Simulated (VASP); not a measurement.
A run of VASP 6.6.1 is set up as follows.

INCAR

```
SYSTEM = NaHF2
PREC = Accurate
ENCUT = 520
EDIFF = 1E-6
ISMEAR = -1
SIGMA = 0.02
LREAL = .False.
LASPH = .True.
NELM = 80
ALGO = Normal
ISIF = 2
LWAVE = .False.
LCHARG = .False.
NBANDS = 19
```

KPOINTS

```
regular mesh
0
Gamma
  10 10 10
  0 0 0
```

POSCAR

```
NaHF2
1.0
    1.7284452171      0.9979183114      4.5924819918
   -1.7284452171      0.9979183114      4.5924819918
    0.0000000000     -1.9958366228      4.5924819918
Na H F
1 1 2
Direct
    0.0000000000      0.0000000000      0.0000000000
    0.5000000000      0.5000000000      0.5000000000
    0.4100000000      0.4100000000      0.4100000000
    0.5900000000      0.5900000000      0.5900000000
```

Potentials or basis: VASP PAW LDA potentials, release 64 (Na_pv, H, F).

The run is started by

```bash
$ cat potpaw_LDA.64/Na_pv/POTCAR potpaw_LDA.64/H/POTCAR potpaw_LDA.64/F/POTCAR > POTCAR
$ mpirun -np 1 vasp_std > vasp.out
```

Q: Predict the band gap on the k mesh.

A: 6.38 eV (least direct gap 6.66 eV).

Q: Predict the largest force.

A: 1.995 eV/Å.

Forces in eV/Å, atoms in the order of the input:
```
Na   0.000  0.000  0.000
H    0.000  0.000  0.000
F    0.000  0.000  1.995
F    0.000  0.000 -1.995
```

Caveat: the cell differs from its parent crystal (zz strain of -1 %); forces of over 1 eV/Å act on the atoms, so gaps and moduli don't describe the material at rest. A k mesh can miss the band edges.
